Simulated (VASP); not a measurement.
KMgF3: single point with LDA

KMgF3:

```xyz
5
Lattice="3.9802 0.0000 0.0000 0.0000 3.9802 0.0000 0.0000 0.0000 3.9802" Properties=species:S:1:pos:R:3 pbc="T T T"
K     0.0000    0.0000    0.0000
Mg    1.9901    1.9901    1.9901
F     1.9901    1.9901    0.0000
F     1.9901    0.0000    1.9901
F     0.0000    1.9901    1.9901
```

```
Program                : VASP 6.6.1
Task                   : single point
Functional             : LDA
Potentials or basis    : VASP PAW LDA potentials, release 64 (K_sv, Mg, F)
Cutoff                 : 520 eV
k mesh                 : 6 × 6 × 6
Occupations            : gaussian, width 0.01 eV
Spin                   : no spin polarisation
Dipole correction      : no
Further INCAR settings : ALGO = Normal; EDIFF = 1e-06; NBANDS = 24
```

```
Pressure               : -5.0 GPa
Band gap on the k mesh : 6.99 eV (least direct gap 7.31 eV)
```

Levels at points of the mesh, in eV from the valence-band top:
```csv
k point,band 13,band 14,band 15,band 16,band 17,band 18,band 19,band 20
"(0.00, 0.00, 0.00)",-0.65,-0.33,-0.33,-0.33,6.99,9.78,9.78,12.03
"(0.50, 0.00, 0.00)",-0.89,-0.89,-0.55,-0.55,9.81,10.17,10.87,12.66
"(0.50, 0.50, 0.00)",-1.09,-0.92,-0.92,-0.02,10.71,11.45,12.30,12.30
"(0.50, 0.50, 0.50)",-1.15,0.00,0.00,0.00,10.19,10.19,10.19,13.60
```

Wall time 31 s on 1 thread of Intel(R) Xeon(R) Platinum 8488C (Sapphire Rapids), on a shared host, peak memory 0.16 GiB.

Caveat: the cell stands under tension. A k mesh can miss the band edges.
